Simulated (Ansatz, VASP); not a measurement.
One calculation of Ge, two programs

Contents of INCAR:

```
  PREC = Accurate
  ENCUT = 520
  EDIFF = 1E-6
  ISMEAR = -1
  SIGMA = 0.05
  LREAL = False
  LASPH = True
  NELM = 100
  ALGO = Normal
  ISIF = 2
  LWAVE = False
  LCHARG = False
  NBANDS = 21
```

KPOINTS

```
Automatic mesh
0
Gamma
  10 10 10
```

File POSCAR:

```
Ge
1.0
    0.0000000000      2.8097843944      2.8097843944
    2.8097843944      0.0000000000      2.8097843944
    2.8097843944      2.8097843944      0.0000000000
Ge
2
Direct
    0.5000000000      0.5000000000      0.5000000000
    0.7500000000      0.7500000000      0.7500000000
```

Input for Ansatz:

```yaml
crystal:
  lattice:
    - [0.0, 2.8097843944, 2.8097843944]
    - [2.8097843944, 0.0, 2.8097843944]
    - [2.8097843944, 2.8097843944, 0.0]
  atoms:
    - { symbol: Ge, position: [0.5, 0.5, 0.5] }
    - { symbol: Ge, position: [0.75, 0.75, 0.75] }
kpoints:
  mp_grid: { grid: [10, 10, 10] }
  band_path:
    path:
      - [0.0, 0.0, 0.0]
      - [0.5, 0.0, 0.5]
      - [0.625, 0.25, 0.625]
      - [0.375, 0.375, 0.75]
      - [0.0, 0.0, 0.0]
      - [0.5, 0.5, 0.5]
      - [0.5, 0.25, 0.75]
      - [0.5, 0.0, 0.5]
    npoints: 5
scf:
  occupations: { method: fermi_dirac, width: 0.05 }
hamiltonian:
  xc: lda
  pseudopotentials: { kind: all_electron, lapw: { basis_error: 0.00025 } }
output:
  forces: true
  stress: true
  eigenvalues: true
```

Change from the starting cell: volume scaled by 0.98.

Alike in both runs: task single point; functional LDA; k mesh 10 × 10 × 10; occupations fermi-dirac, width 0.05 eV; no spin polarisation.

|  | VASP | Ansatz |
| --- | --- | --- |
| version | VASP 6.6.1 | Ansatz 0.2.0 |
| potentials or method | VASP PAW LDA potentials, release 64 (Ge_d), cutoff 520 eV | all-electron LAPW, scalar-relativistic |

Ansatz gave:

```
pressure (GPa) : 0.1
```

Task: Estimate VASP's values.

Result: Pressure (GPa): 0.3.

LDA's correlation is that of Perdew and Zunger in VASP and of Perdew and Wang (1992) in Ansatz. Ansatz ran all-electron here, and VASP with PAW potentials.
